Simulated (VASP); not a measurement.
Write the native input for VASP 6.6.1 that does the following.

| Property | Result |
| --- | --- |
| Task | single point |
| Functional | PBE |
| Potentials or basis | VASP PAW PBE potentials, release 64 (Mg, S) |
| Cutoff | 520 eV |
| k mesh | 4 × 4 × 4 |
| Occupations | gaussian, width 0.1 eV |
| Spin | no spin polarisation |
| Dipole correction | no |
| Further INCAR settings | ALGO = Normal; EDIFF = 1e-07; NBANDS = 36 |

The structure of MgS lies in POSCAR:

```
MgS
1.0
    6.9676283808      0.0000000000      0.0000000000
    0.0000000000      6.9676283808      0.0000000000
    0.0000000000      0.0000000000      6.9676283808
Mg S
6 6
Direct
    0.5000000000      0.0000000000      0.7500000000
    0.7500000000      0.5000000000      0.0000000000
    0.0000000000      0.7500000000      0.5000000000
    0.5000000000      0.0000000000      0.2500000000
    0.2500000000      0.5000000000      0.0000000000
    0.0000000000      0.2500000000      0.5000000000
    0.0000000000      0.5000000000      0.7500000000
    0.7500000000      0.0000000000      0.5000000000
    0.5000000000      0.7500000000      0.0000000000
    0.0000000000      0.5000000000      0.2500000000
    0.2500000000      0.0000000000      0.5000000000
    0.5000000000      0.2500000000      0.0000000000
```

The cell was generated, and may not be a known phase.

The input as run:

INCAR

```
SYSTEM = MgS
PREC     = Accurate       ! precision mode
ENCUT    = 520            ! plane-wave cutoff, eV
EDIFF    = 1E-7           ! SCF threshold, eV
ISMEAR   = 0              ! smearing method
SIGMA    = 0.1            ! smearing width, eV
LREAL    = .False.        ! projectors in reciprocal space
LASPH    = .True.         ! aspherical terms in the spheres
NELM     = 60             ! most SCF steps
ALGO     = Normal         ! electronic algorithm
ISIF     = 2              ! what is computed and relaxed
LWAVE    = .False.        ! write WAVECAR
LCHARG   = .False.        ! write CHGCAR
GGA      = PE             ! functional
NBANDS   = 36             ! bands
```

KPOINTS

```
Automatic mesh
0
Gamma
  4 4 4
  0 0 0
```

Potentials or basis: VASP PAW PBE potentials, release 64 (Mg, S).

Launch:

```console
$ cat potpaw_PBE.64/Mg/POTCAR potpaw_PBE.64/S/POTCAR > POTCAR
$ mpirun -np 1 vasp_std > vasp.out
```

Results of the run:

```
Pressure               : 0.2 GPa
Band gap on the k mesh : 3.06 eV
```

Run time: 3.9 min on 1 thread of Intel(R) Xeon(R) Platinum 8375C CPU @ 2.90GHz (Ice Lake), on a shared host, peak memory 0.41 GiB.
